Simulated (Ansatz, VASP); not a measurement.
SiMo3: VASP beside Ansatz

```
CELL_PARAMETERS angstrom
4.90645 0.00000 0.00000
0.00000 4.90645 0.00000
0.00000 0.00000 4.90645
ATOMIC_POSITIONS crystal
Si 0.00000 0.00000 0.00000
Si 0.50000 0.50000 0.50000
Mo 0.23854 0.00000 0.50000
Mo 0.50000 0.76146 0.00000
Mo 0.76146 0.00000 0.50000
Mo 0.50000 0.23854 0.00000
Mo 0.00000 0.50000 0.72707
Mo 0.00000 0.50000 0.27293
```

Change from the starting cell: mode 17 (280.1 1/cm) frozen in, largest displacement +0.113 Å.

Alike in both runs: task single point; functional PBE; k mesh 8 × 8 × 8; occupations gaussian, width 0.15 eV; no spin polarisation.

```csv
,VASP,Ansatz
version,VASP 6.6.1,Ansatz 0.2.0
potentials or method,"VASP PAW PBE potentials, release 64 (Si, Mo_sv), cutoff 520 eV","scalar-relativistic, plane waves, PAW"
valence electrons in the cell,92,92
```

Ansatz gave:

| Property | Result |
| --- | --- |
| gap on the k mesh at the Fermi level (eV) | none |
| pressure (GPa) | 3.4 |
| traceless stress, the component that is largest in VASP (GPa) | 1.08 |
| rms of the force components (eV/Å) | 1.310 |

Question: Which values does VASP return?

Answer: gap on the k mesh at the Fermi level (eV): none; pressure (GPa): 4.0; traceless stress, the component that is largest in VASP (GPa): 1.26; rms of the force components (eV/Å): 1.370.

Atom by atom the forces differ by 0.060 eV/Å (rms over components). A gap of «none» marks a metal or a gap that the smearing closes.
